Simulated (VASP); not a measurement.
# HfN (F-43m) in VASP: a series of runs, part 2 of 2

VASP 6.6.1. The steps go on from the part before.

### 5 Single point, LDA

File INCAR:

```
PREC = Accurate ; ENCUT = 520
EDIFF = 1E-7 ; ISMEAR = 1
SIGMA = 0.05 ; LREAL = F
LASPH = T ; NELM = 100
ALGO = Normal ; ISIF = 2
LWAVE = F ; LCHARG = T
LELF = T ; LVHAR = T
NBANDS = 14
```

File KPOINTS:

```
regular mesh
0
Gamma
  10 10 10
```

File POSCAR:

```
HfN
1.0
    0.0000000000      2.4548220000      2.4548220000
    2.4548220000      0.0000000000      2.4548220000
    2.4548220000      2.4548220000      0.0000000000
Hf N
1 1
Direct
    0.0000000000      0.0000000000      0.0000000000
    0.7500000000      0.7500000000      0.7500000000
```

On the command line:

```
> cat potpaw_LDA.64/Hf_pv/POTCAR potpaw_LDA.64/N/POTCAR > POTCAR
> mpirun -np 1 vasp_std > vasp.out
```

Run time: 13 s. Hardware: 1 thread of Intel Xeon Platinum 8559C (Emerald Rapids), shared host; peak memory 0.15 GiB.

Results (log left out):

```yaml
Free_energy: -23.0174 eV
Pressure: -9.9 GPa
```

Levels at points of the mesh, in eV from the Fermi level:
```
           k point  band 4  band 5  band 6  band 7  band 8  band 9  band 10  band 11
(0.00, 0.00, 0.00)  -15.88   -5.42   -5.42   -5.42   -0.59    2.15     2.15     6.58
(0.50, 0.00, 0.00)  -14.76   -5.64   -4.83   -4.83    1.57    2.67     2.67     4.28
(0.50, 0.50, 0.00)  -14.38   -6.88   -3.54   -3.54   -1.07    2.14     3.94     4.64
```

Caveat: spin-orbit coupling is left out, which moves the levels of the heavy elements.

### 6 Single point, LDA

File INCAR:

```
SYSTEM = HfN
  ALGO = Normal
  EDIFF = 1E-7
  ENCUT = 520
  ISIF = 2
  ISMEAR = 1
  LASPH = .True.
  LCHARG = .False.
  LREAL = .False.
  LWAVE = .False.
  NBANDS = 14
  NELM = 80
  PREC = Accurate
  SIGMA = 0.025
```

File KPOINTS:

```
k-points
0
Gamma
  10 10 10
  0 0 0
```

POSCAR is that of step 5.

Potentials or basis: VASP PAW LDA potentials, release 64 (Hf_pv, N).

On the command line:

```
> cat potpaw_LDA.64/Hf_pv/POTCAR potpaw_LDA.64/N/POTCAR > POTCAR
> mpirun -np 1 vasp_std > vasp.out
```

OUTCAR:

```text
SYSTEM = HfN
   EDIFF = 1E-7
   ENCUT = 520
   ISIF = 2
   ISMEAR = 1
   LASPH = .True.
   LREAL = .False.
   NELM = 80
   PREC = Accurate

 ion  position               nearest neighbor table
   1  0.000  0.000  0.000-   2 2.13   2 2.13   2 2.13   2 2.13
   2  0.750  0.750  0.750-   1 2.13   1 2.13   1 2.13   1 2.13

  LATTYP: Found a face centered cubic cell.
 ALAT       =     4.9096440000

  Lattice vectors:

 A1 = (   0.0000000000,   2.4548220000,   2.4548220000)
 A2 = (   2.4548220000,   0.0000000000,   2.4548220000)
 A3 = (   2.4548220000,   2.4548220000,   0.0000000000)

Analysis of symmetry for initial positions (statically):
=====================================================================
 Subroutine PRICEL returns:
 Original cell was already a primitive cell.

 Routine SETGRP: Setting up the symmetry group for a
 face centered cubic supercell.

 Subroutine GETGRP returns: Found 24 space group operations
 (whereof 24 operations were pure point group operations)
 out of a pool of 48 trial point group operations.

The static configuration has the point symmetry T_d .

Analysis of symmetry for dynamics (positions and initial velocities):
[... 170 lines left out ...]
      2     -25.3686      2.00000
      3     -25.3686      2.00000
      4     -10.3459      2.00000
      5       0.1177      2.00000
      6       0.1177      2.00000
      7       0.1177      2.00000
      8       4.9484      2.00000
      9       7.6875      0.00000
     10       7.6875      0.00000
     11      12.1099      0.00000
     12      12.1099      0.00000
     13      12.1099      0.00000
     14      16.9581      0.00000
[... 377 lines left out ...]
      1     -25.7534      2.00000
      2     -25.5088      2.00000
      3     -25.4942      2.00000
      4      -9.1001      2.00000
      5      -1.1504      2.00000
      6       1.3742      2.00000
      7       1.4432      2.00000
      8       4.7895      2.00000
      9       8.2869      0.00000
     10       8.9604      0.00000
     11      10.9639      0.00000
     12      11.3762      0.00000
     13      12.4149      0.00000
     14      16.6302      0.00000

 [... further k-points ...]
[... 5 lines left out ...]
  --------------------------------------------------------------------------------------
  -------------------------------------------------------------------------------------
  Total       -1.8376636     -1.8376636     -1.8376636      0.0000000     -0.0000000     -0.0000000
  in kB      -99.5145466    -99.5145466    -99.5145466      0.0000000     -0.0000000     -0.0000000
  external PRESSURE =     -99.5145466 kB  Pullay stress =       0.0000000 kB

 VOLUME and BASIS-vectors are now :
 -----------------------------------------------------------------------------
  energy-cutoff  :      520.00
  volume of cell :       29.59
      direct lattice vectors                 reciprocal lattice vectors
     0.000000000  2.454822000  2.454822000    -0.203680756  0.203680756  0.203680756
     2.454822000  0.000000000  2.454822000     0.203680756 -0.203680756  0.203680756
     2.454822000  2.454822000  0.000000000     0.203680756  0.203680756 -0.203680756

 POSITION                                       TOTAL-FORCE (eV/Angst)
 -----------------------------------------------------------------------------------
      0.00000      0.00000      0.00000        -0.000000     -0.000000     -0.000000
      3.68223      3.68223      3.68223         0.000000      0.000000      0.000000
 -----------------------------------------------------------------------------------
    total drift:                                0.000000      0.000000      0.000000

  FREE ENERGIE OF THE ION-ELECTRON SYSTEM (eV)
  ---------------------------------------------------
  free  energy   TOTEN  =       -23.0173056307 eV

  energy  without entropy=      -23.0172249049  energy(sigma->0) =      -23.01727872
```

OSZICAR:

```text
N       E                     dE             d eps       ncg     rms          rms(c)
DAV:   1     0.391773808867E+02    0.39177E+02   -0.78310E+03  1316   0.979E+02
DAV:   2    -0.244630862893E+02   -0.63640E+02   -0.59925E+02  1756   0.226E+02
DAV:   3    -0.266006085242E+02   -0.21375E+01   -0.21292E+01  1526   0.338E+01
DAV:   4    -0.266119438662E+02   -0.11335E-01   -0.11334E-01  1562   0.298E+00
DAV:   5    -0.266120622930E+02   -0.11843E-03   -0.11842E-03  1550   0.272E-01    0.548E+01
DAV:   6    -0.232395418076E+02    0.33725E+01   -0.13304E+01  1334   0.246E+01    0.402E+01
DAV:   7    -0.230584113357E+02    0.18113E+00   -0.74453E-01  1406   0.653E+00    0.252E+01
DAV:   8    -0.230246915885E+02    0.33720E-01   -0.12328E-01  1532   0.303E+00    0.638E+00
DAV:   9    -0.230174922561E+02    0.71993E-02   -0.19200E-02  1496   0.105E+00    0.163E+00
DAV:  10    -0.230173521890E+02    0.14007E-03   -0.12057E-03  1664   0.298E-01    0.344E-01
DAV:  11    -0.230173066132E+02    0.45576E-04   -0.13628E-04  1550   0.997E-02    0.604E-02
DAV:  12    -0.230173057343E+02    0.87890E-06   -0.14022E-05  1730   0.292E-02    0.241E-02
DAV:  13    -0.230173056310E+02    0.10326E-06   -0.38017E-07  1506   0.562E-03    0.909E-03
DAV:  14    -0.230173056307E+02    0.36812E-09   -0.37224E-08   874   0.163E-03
   1 F= -.23017306E+02 E0= -.23017279E+02  d E =-.807258E-04
```

stdout:

```text
POSCAR found type information on POSCAR HfN
 POSCAR found :  2 types and       2 ions
 scaLAPACK will be used
 LDA part: xc-table for (Slater(with rela. corr.)+CA(PZ))
 , standard interpolation
 POSCAR, INCAR and KPOINTS ok, starting setup
 FFT: planning ... GRIDC
 FFT: planning ... GRID_SOFT
 FFT: planning ... GRID
 WAVECAR not read
 entering main loop
```

Wall time 12 s (1 thread of Intel Xeon Platinum 8559C (Emerald Rapids), shared host); peak memory 0.15 GiB.

What came out:

| Item | Value |
| --- | --- |
| Free energy | -23.0173 eV |
| Pressure | -10.0 GPa |

Caveat: spin-orbit coupling is left out, which moves the levels of the heavy elements.

### 7 Summary

```tsv
smearing	gap on the mesh (eV)	pressure (GPa)
methfessel-paxton 0.25 eV	none	-10.0
methfessel-paxton 0.15 eV	none	-10.0
methfessel-paxton 0.1 eV	none	-10.0
methfessel-paxton 0.05 eV	none	-9.9
methfessel-paxton 0.025 eV	none	-10.0
```

Alike in all rows: task single point; level LDA; potentials or basis VASP PAW LDA potentials, release 64 (Hf_pv, N); no spin polarisation; cell as given; k mesh 10 × 10 × 10; cutoff (eV) 520.

Every run on the cell as given and a fine mesh finds a metal.

Caveats: spin-orbit coupling is left out, which moves the levels of the heavy elements.

Absolute energies hang on the potentials; compare differences alone.
